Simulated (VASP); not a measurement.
# Hf (P6_3/mmc) in VASP: single point with PBE

Aim: the single point of Hf with PBE.

All numbers are computed with VASP 6.6.1; they aren't measurements. Logs are shortened: lines on timing, memory, paths and dates and some standing lists are left out, and cuts for length are marked.

## 1. The cell of the first run

Symmetry: P6_3/mmc, No. 194, hexagonal system. The conventional cell has a = 3.205 Å, b = 3.205 Å, c = 5.068 Å, α = 90.00°, β = 90.00°, γ = 120.00°. Hf (site symmetry -6m2) has 12 Hf at 3.14 to 3.20 Å within 4.1 Å.

## 2. Single point, PBE, non-collinear spin, zero start, spin-orbit coupling

POSCAR

```
Hf
1.0
    3.2048170791      0.0000000000      0.0000000000
   -1.6024085396      2.7754530050      0.0000000000
    0.0000000000      0.0000000000      5.0676930647
Hf
2
Direct
    0.3333333333      0.6666666667      0.2500000000
    0.6666666667      0.3333333333      0.7500000000
```

INCAR.step1

```
PREC = Accurate ; ENCUT = 520
EDIFF = 1E-6 ; ISMEAR = 0
SIGMA = 0.1 ; LREAL = F
LASPH = T ; NELM = 150
ALGO = Fast ; ISIF = 2
LWAVE = F ; LCHARG = T
MAGMOM = 0 0 0 0 0 0 ; LSORBIT = T
GGA_COMPAT = F ; LORBMOM = T
LMAXMIX = 4 ; GGA = PE
NBANDS = 32
```

KPOINTS.step1

```
regular mesh
0
Gamma
  15 15 8
```

INCAR.step2

```
PREC = Accurate ; ENCUT = 520
EDIFF = 1E-6 ; ISMEAR = -5
SIGMA = 0.1 ; LREAL = F
LASPH = T ; NELM = 150
ALGO = Fast ; ISIF = 2
LWAVE = F ; LCHARG = F
MAGMOM = 0 0 0 0 0 0 ; LORBIT = 11
LSORBIT = T ; GGA_COMPAT = F
LORBMOM = T ; LMAXMIX = 4
GGA = PE ; NEDOS = 1001
ICHARG = 11
```

KPOINTS.step2

```
regular mesh
0
Gamma
  23 23 12
```

Potentials or basis: VASP PAW PBE potentials, release 64 (Hf_pv).

Launch:

```console
cat potpaw_PBE.64/Hf_pv/POTCAR > POTCAR
cp INCAR.step1 INCAR
cp KPOINTS.step1 KPOINTS
mpirun -np 1 vasp_ncl > vasp.out
cp INCAR.step2 INCAR
cp KPOINTS.step2 KPOINTS
mpirun -np 1 vasp_ncl > vasp.out
```

OUTCAR:

```text
PREC = Accurate
   ENCUT = 520
   EDIFF = 1E-6
   ISMEAR = -5
   LREAL = F
   LASPH = T
   NELM = 150
   ISIF = 2
   LORBIT = 11
   LSORBIT = T
   GGA = PE
   ICHARG = 11

 ion  position               nearest neighbor table
   1  0.333  0.667  0.250-   2 3.14   2 3.14   2 3.14   2 3.14   2 3.14   2 3.14
   2  0.667  0.333  0.750-   1 3.14   1 3.14   1 3.14   1 3.14   1 3.14   1 3.14

  LATTYP: Found a hexagonal cell.
 ALAT       =     3.2048170791
 C/A-ratio  =     1.5812737325

  Lattice vectors:

 A1 = (   3.2048170791,   0.0000000000,   0.0000000000)
 A2 = (  -1.6024085396,   2.7754530050,   0.0000000000)
 A3 = (   0.0000000000,   0.0000000000,   5.0676930647)

Analysis of symmetry for initial positions (statically):
=====================================================================
 Subroutine PRICEL returns:
 Original cell was already a primitive cell.

 Routine SETGRP: Setting up the symmetry group for a
 hexagonal supercell.

 Subroutine GETGRP returns: Found 24 space group operations
 (whereof 12 operations were pure point group operations)
 out of a pool of 24 trial point group operations.

The static configuration has the point symmetry D_3d.
 The point group associated with its full space group is D_6h.

Analysis of symmetry for dynamics (positions and initial velocities):
=====================================================================
 Subroutine PRICEL returns:
 Original cell was already a primitive cell.

 Routine SETGRP: Setting up the symmetry group for a
 hexagonal supercell.

 Subroutine GETGRP returns: Found 24 space group operations
 (whereof 12 operations were pure point group operations)
 out of a pool of 24 trial point group operations.

The dynamic configuration has the point symmetry D_3d.
 The point group associated with its full space group is D_6h.

Analysis of structural, dynamic, and magnetic symmetry:
=====================================================================
 Subroutine PRICEL returns:
 Original cell was already a primitive cell.

 Routine SETGRP: Setting up the symmetry group for a
 hexagonal supercell.

 Subroutine GETGRP returns: Found 24 space group operations
 (whereof 12 operations were pure point group operations)
 out of a pool of 24 trial point group operations.

The overall configuration has the point symmetry D_3d.
 The point group associated with its full space group is D_6h.

 Subroutine INISYM returns: Found 24 space group operations
 (whereof 12 operations are pure point group operations),
 and found     1 'primitive' translations

----------------------------------------------------------------------------------------

                                     Primitive cell

  volume of cell :      45.0762

  direct lattice vectors                    reciprocal lattice vectors
     3.204817079  0.000000000  0.000000000     0.312030289  0.180150771  0.000000000
    -1.602408540  2.775453005  0.000000000     0.000000000  0.360301543  0.000000000
     0.000000000  0.000000000  5.067693065     0.000000000  0.000000000  0.197328447

  length of vectors
     3.204817079  3.204817079  5.067693065     0.360301543  0.360301543  0.197328447

  position of ions in fractional coordinates (direct lattice)
     0.333333333  0.666666667  0.250000000
     0.666666667  0.333333333  0.750000000

  ion indices of the primitive-cell ions
   primitive index   ion index
                 1           1
                 2           2

----------------------------------------------------------------------------------------

 KPOINTS: regular mesh

Automatic generation of k-mesh.
 Grid dimensions read from file:
 generate k-points for:   23   23   12

 Generating k-lattice:

  Cartesian coordinates                     Fractional coordinates (reciprocal lattice)
     0.013566534  0.007832642  0.000000000     0.043478261  0.000000000  0.000000000
     0.000000000  0.015665284  0.000000000     0.000000000  0.043478261  0.000000000
     0.000000000  0.000000000  0.016444037     0.000000000  0.000000000  0.083333333

  Length of vectors
     0.015665284  0.015665284  0.016444037

  Shift w.r.t. Gamma in fractional coordinates (k-lattice)
     0.000000000  0.000000000  0.000000000

 TETIRR: Found   6486 inequivalent tetrahedra from    38088

 Subroutine IBZKPT returns following result:
[... 52 lines left out ...]
   NSW    =      0    number of steps for IOM
   IBRION =     -1    ionic relax: 0-MD 1-quasi-New 2-CG
   NFREE  =      0    steps in history (QN), initial steepest desc. (CG)
   ISIF   =      2    stress and relaxation
   ISYM   =      2    0-nonsym 1-usesym 2-fastsym
   POTIM  = 0.5000    time-step for ionic-motion
   TEBEG  =    0.0;   TEEND  =   0.0 temperature during run
   PSTRESS=    0.0 pullay stress
   NELECT =      20.0000    total number of electrons
   NUPDOWN=      -1.0000    fix difference up-down
   EMIN   =  10.00;   EMAX   =-10.00  energy-range for DOS
   EFERMI =   0.00;   METHOD = LEGACY
   ISMEAR =    -5;   SIGMA  =   0.10  broadening in eV -4-tet -1-fermi 0-gaus
   EFERMI_NEDOS =   21; number of points for ismear=-14 and -15
   IALGO  =     68    algorithm
   IMIX   =      4    mixing-type and parameters
     AMIX     =   0.40;   BMIX     =  1.00
     AMIX_MAG =   1.60;   BMIX_MAG =  1.00
  volume/ion in A,a.u.               =      22.54       152.09
  Fermi-wavevector in a.u.,A,eV,Ry     =   1.248636  2.359579 21.212716  1.559091
  Thomas-Fermi vector in A             =   2.382713
   LORBIT       =     11    0 simple, 1 ext, 2 COOP (PROOUT), +10 PAW based schemes
   GGA     = PE    functional components
   LHFCALC =     F    Hartree Fock is set to
   AEXX    =    0.0000 exact exchange contribution
   IVDW    =     0    specifies the selected vdW correction
   LEPSILON=     F    determine dielectric tensor
   LRPA    =     F    only Hartree local field effects (RPA)
 RMM-DIIS sequential band-by-band and
 Fermi weights with tetrahedron method with Bloechl corrections
  energy-cutoff  :      520.00
  volume of cell :       45.08
 maximum number of plane-waves:      2472
 NGX is ok and might be reduce to    24

 number of electron      20.0000005 magnetization      -0.0000000     -0.0000000     -0.0000000

 Free energy of the ion-electron system (eV)
  ---------------------------------------------------
  ext. energy  EPLUGINS =         0.00000000
  ---------------------------------------------------
  free energy    TOTEN  =       -21.21649885 eV

  energy without entropy =      -21.21649885  energy(sigma->0) =      -21.21649885

 E-fermi :   4.8647     XC(G=0): -11.2513

 val. band max:        4.8854803008   @ k =   0.1304   0.0000   0.0000
 cond. band min:       4.8214390679   @ k =   0.0870   0.0000   0.5000
 fundamental gap:     -0.0640412329
 Fermi energy:         4.8647248297

 k-point     1 :       0.0000    0.0000    0.0000
  band No.  band energies     occupation
      1     -30.5013      1.00000
      2     -30.5013      1.00000
      3     -30.2492      1.00000
      4     -30.2492      1.00000
      5     -23.8419      1.00000
      6     -23.8419      1.00000
[... 733 lines left out ...]
     27       6.9882      0.00000
     28       7.0526      0.00000

 [... further k-points ...]

------------------------ aborting loop because EDIFF is reached ----------------------------------------

  FORCE on cell =-STRESS in cart. coord.  units (eV):
  Direction    XX          YY          ZZ          XY          YZ          ZX
  --------------------------------------------------------------------------------------
  -------------------------------------------------------------------------------------
  Total       -0.2274785     -0.2274785     -0.2541454      0.0000000      0.0000000     -0.0000000
  in kB       -8.0854381     -8.0854381     -9.0332778      0.0000000      0.0000000     -0.0000000
  external PRESSURE =      -8.4013847 kB  Pullay stress =       0.0000000 kB

 VOLUME and BASIS-vectors are now :
 -----------------------------------------------------------------------------
  energy-cutoff  :      520.00
  volume of cell :       45.08
      direct lattice vectors                 reciprocal lattice vectors
     3.204817079  0.000000000  0.000000000     0.312030289  0.180150771  0.000000000
    -1.602408540  2.775453005  0.000000000     0.000000000  0.360301543  0.000000000
     0.000000000  0.000000000  5.067693065     0.000000000  0.000000000  0.197328447

 POSITION                                       TOTAL-FORCE (eV/Angst)
 -----------------------------------------------------------------------------------
     -0.00000      1.85030      1.26692        -0.000000      0.000000      0.000000
      1.60241      0.92515      3.80077         0.000000      0.000000      0.000000
 -----------------------------------------------------------------------------------
    total drift:                               -0.000000      0.000000     -0.000000

  FREE ENERGIE OF THE ION-ELECTRON SYSTEM (eV)
  ---------------------------------------------------
  free  energy   TOTEN  =       -21.2164988490 eV

  energy  without entropy=      -21.2164988490  energy(sigma->0) =      -21.21649885

 orbital moment (x)

 # of ion     p       d       tot
 ----------------------------------------
  1        -0.000   0.000  -0.000
  2         0.000  -0.000  -0.000
 ----------------------------------------
           -0.000  -0.000  -0.000

 orbital moment (y)

 # of ion     p       d       tot
 ----------------------------------------
  1        -0.000   0.000  -0.000
  2         0.000   0.000   0.000
 ----------------------------------------
            0.000   0.000   0.000

 orbital moment (z)

 # of ion     p       d       tot
 ----------------------------------------
  1         0.000  -0.000  -0.000
  2         0.000   0.000   0.000
 ----------------------------------------
            0.000   0.000   0.000

 Spin-Orbit-Coupling matrix elements

 Ion:    1  E_soc:     -1.3543178
 l=   1
     0.0000000    -0.2173686    -0.2176824
    -0.2173686     0.0000000    -0.2173686
    -0.2176824    -0.2173686     0.0000000
 l=   2
     0.0000000    -0.0014613     0.0000000    -0.0014613    -0.0072340
    -0.0014613     0.0000000    -0.0051379    -0.0013843    -0.0014613
     0.0000000    -0.0051379     0.0000000    -0.0051379     0.0000000
    -0.0014613    -0.0013843    -0.0051379     0.0000000    -0.0014613
    -0.0072340    -0.0014613     0.0000000    -0.0014613     0.0000000
 l=   3
     0.0000000     0.0000000     0.0000000     0.0000000     0.0000000     0.0000000     0.0000000
     0.0000000     0.0000000     0.0000000     0.0000000     0.0000000     0.0000000     0.0000000
     0.0000000     0.0000000     0.0000000     0.0000000     0.0000000     0.0000000     0.0000000
     0.0000000     0.0000000     0.0000000     0.0000000     0.0000000     0.0000000     0.0000000
     0.0000000     0.0000000     0.0000000     0.0000000     0.0000000     0.0000000     0.0000000
     0.0000000     0.0000000     0.0000000     0.0000000     0.0000000     0.0000000     0.0000000
     0.0000000     0.0000000     0.0000000     0.0000000     0.0000000     0.0000000     0.0000000

 Ion:    2  E_soc:     -1.3543178
 l=   1
     0.0000000    -0.2173686    -0.2176824
    -0.2173686     0.0000000    -0.2173686
    -0.2176824    -0.2173686     0.0000000
 l=   2
     0.0000000    -0.0014613     0.0000000    -0.0014613    -0.0072340
    -0.0014613     0.0000000    -0.0051379    -0.0013843    -0.0014613
     0.0000000    -0.0051379     0.0000000    -0.0051379     0.0000000
    -0.0014613    -0.0013843    -0.0051379     0.0000000    -0.0014613
    -0.0072340    -0.0014613     0.0000000    -0.0014613     0.0000000
 l=   3
     0.0000000     0.0000000     0.0000000     0.0000000     0.0000000     0.0000000     0.0000000
     0.0000000     0.0000000     0.0000000     0.0000000     0.0000000     0.0000000     0.0000000
     0.0000000     0.0000000     0.0000000     0.0000000     0.0000000     0.0000000     0.0000000
     0.0000000     0.0000000     0.0000000     0.0000000     0.0000000     0.0000000     0.0000000
     0.0000000     0.0000000     0.0000000     0.0000000     0.0000000     0.0000000     0.0000000
     0.0000000     0.0000000     0.0000000     0.0000000     0.0000000     0.0000000     0.0000000
     0.0000000     0.0000000     0.0000000     0.0000000     0.0000000     0.0000000     0.0000000

 total charge

# of ion       s       p       d       tot
------------------------------------------
    1        0.391   6.435   1.544   8.370
    2        0.391   6.435   1.544   8.370
--------------------------------------------------
tot          0.783  12.870   3.088  16.741

 magnetization (x)

# of ion       s       p       d       tot
------------------------------------------
    1       -0.000   0.000  -0.000  -0.000
    2       -0.000   0.000   0.000   0.000
--------------------------------------------------
tot         -0.000   0.000   0.000   0.000

 magnetization (y)

# of ion       s       p       d       tot
------------------------------------------
    1       -0.000   0.000   0.000   0.000
    2       -0.000   0.000   0.000   0.000
--------------------------------------------------
tot         -0.000   0.000   0.000   0.000

 magnetization (z)

# of ion       s       p       d       tot
------------------------------------------
    1        0.000   0.000   0.000   0.000
    2        0.000   0.000   0.000   0.000
--------------------------------------------------
tot          0.000   0.000   0.000   0.000
```

It took 21 min on 1 thread of Oxide Virtual Turin-like, shared host; peak memory 0.69 GiB.

What came out:

```
Net moment                                            : 0.00 μB per cell
Valence electrons inside the program's atomic spheres : Hf 8.37
```

Moments on the atoms (μB; x, y, z):
```
Hf  0.00 0.00 0.00
Hf  0.00 0.00 0.00
```
